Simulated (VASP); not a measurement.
GaP:

```
CELL_PARAMETERS angstrom
0.00000 2.72581 2.72581
2.72581 0.00000 2.72581
2.72581 2.72581 0.00000
ATOMIC_POSITIONS crystal
Ga 0.00000 0.00000 0.00000
P 0.75000 0.75000 0.75000
```

* Program: VASP 6.6.1
* Task: relaxation of cell and atoms
* Functional: LDA
* Potentials or basis: VASP PAW LDA potentials, release 64 (Ga_d, P)
* Cutoff: 600 eV
* k mesh: 8 × 8 × 8
* Occupations: gaussian, width 0.02 eV
* Spin: no spin polarisation

At the start: pressure -2.7 GPa; volume 20.25 Å³/atom.

**Question.** Where does the relaxation end?

**Answer.** Over 3 steps the energy falls by 5.6 meV/atom and the volume is 19.61 Å³/atom (-3.2 %); space group F-43m (No. 216, to 0.05 Å).

The path:
| step | energy change (eV) | largest force (eV/Å) | pressure (GPa) | volume (Å³) |
| --- | --- | --- | --- | --- |
| 1 | 0.0000 | 0.0000 | -2.70 | 40.51 |
| 2 | -0.0078 | 0.0000 | 1.64 | 38.54 |
| 3 | -0.0112 | 0.0000 | -0.01 | 39.22 |

Final structure:
```
CELL_PARAMETERS angstrom
0.00000 2.69659 2.69659
2.69659 0.00000 2.69659
2.69659 2.69659 0.00000
ATOMIC_POSITIONS crystal
Ga 0.00000 0.00000 0.00000
P 0.75000 0.75000 0.75000
```
